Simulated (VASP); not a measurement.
Write the native input for VASP 6.6.1 that does the following.

```yaml
Task: single point
Functional: r2SCAN
Potentials_or_basis: VASP PAW PBE potentials, release 64 (P)
Cutoff: 520 eV
k_mesh: 17 × 17 × 17
Occupations: gaussian, width 0.05 eV
Spin: no spin polarisation
Dipole_correction: no
Further_INCAR_settings: ALGO = Normal; EDIFF = 1e-06; NBANDS = 8
```

The system is P.

```xyz
1
Lattice="2.3559 0.0000 0.0000 0.0000 2.3559 0.0000 0.0000 0.0000 2.3559" Properties=species:S:1:pos:R:3 pbc="T T T"
P     0.0000    0.0000    0.0000
```

This isn't the form of P at room conditions, which is orthorhombic.

The input as run:

POSCAR

```
P
1.0
    2.3559018194      0.0000000000      0.0000000000
    0.0000000000      2.3559018194      0.0000000000
    0.0000000000      0.0000000000      2.3559018194
P
1
Direct
    0.0000000000      0.0000000000      0.0000000000
```

INCAR.step1

```
PREC = Accurate ; ENCUT = 520
ISMEAR = 0 ; SIGMA = 0.05
LREAL = F ; LASPH = T
NELM = 60 ; NBANDS = 8
GGA = PE ; ALGO = Normal
EDIFF = 1E-4 ; LWAVE = T
LCHARG = F
```

INCAR.step2

```
PREC = Accurate ; ENCUT = 520
EDIFF = 1E-6 ; ISMEAR = 0
SIGMA = 0.05 ; LREAL = F
LASPH = T ; NELM = 60
ALGO = Normal ; ISIF = 2
LWAVE = F ; LCHARG = F
METAGGA = R2SCAN ; LMIXTAU = T
NBANDS = 8 ; ISTART = 1
```

KPOINTS

```
regular mesh
0
Gamma
  17 17 17
```

Potentials or basis: VASP PAW PBE potentials, release 64 (P).

Launch:

```sh
$ cat potpaw_PBE.64/P/POTCAR > POTCAR
$ cp INCAR.step1 INCAR
$ mpirun -np 1 vasp_std > vasp.out
$ cp INCAR.step2 INCAR
$ mpirun -np 1 vasp_std > vasp.out
```

Results of the run:

| Item | Value |
| --- | --- |
| Pressure | 14.2 GPa |
| Band gap on the k mesh | zero (an odd number of electrons rules out a gap without spin polarisation) |

Caveat: the cell stands under pressure; the PAW data sets were made with another functional, which shifts forces and pressure a little.

It took 53 s on 1 thread of Intel Xeon 8259CL, with other jobs on the host, peak memory 0.12 GiB.
